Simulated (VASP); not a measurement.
Set up this calculation in VASP 6.6.1, as the native input.

```yaml
Task: single point
Functional: PBE
Potentials_or_basis: VASP PAW PBE potentials, release 64 (Mo_sv, W_sv)
Cutoff: 520 eV
k_mesh: 6 × 6 × 6
Occupations: gaussian, width 0.1 eV
Spin: no spin polarisation
Dipole_correction: no
Further_INCAR_settings: ALGO = Normal; EDIFF = 1e-06; NBANDS = 36
```

The structure of Mo3W lies in POSCAR:

```
Mo3W
1.0
    3.8892602292      0.0000000000      0.0000000000
    0.0000000000      3.8892602292      0.0000000000
    0.0000000000      0.0000000000      3.8892602292
Mo W
3 1
Direct
    0.0000000000      0.5000000000      0.5000000000
    0.5000000000      0.0000000000      0.5000000000
    0.5000000000      0.5000000000      0.0000000000
    0.0000000000      0.0000000000      0.0000000000
```

The input as run:

INCAR

```
SYSTEM = Mo3W
ALGO = Normal
EDIFF = 1E-6
ENCUT = 520
GGA = PE
ISIF = 2
ISMEAR = 0
LASPH = .True.
LCHARG = .False.
LREAL = .False.
LWAVE = .False.
NBANDS = 36
NELM = 100
PREC = Accurate
SIGMA = 0.1
```

KPOINTS

```
k-points
0
Gamma
  6 6 6
  0 0 0
```

Potentials or basis: VASP PAW PBE potentials, release 64 (Mo_sv, W_sv).

Run with:

```sh
$ cat potpaw_PBE.64/Mo_sv/POTCAR potpaw_PBE.64/W_sv/POTCAR > POTCAR
$ mpirun -np 1 vasp_std > vasp.out
```

Results of the run:

| Quantity | Value |
| --- | --- |
| Pressure | 29.5 GPa |
| Band gap on the k mesh | zero (band 28 reaches 15.20 eV, above the bottom of band 29 at 12.64 eV) |

Caveat: spin-orbit coupling is left out, which moves the levels of the heavy elements.

It took 22 s on 1 thread of Intel(R) Xeon(R) 6975P-C (Granite Rapids) (shared host), peak memory 0.18 GiB.
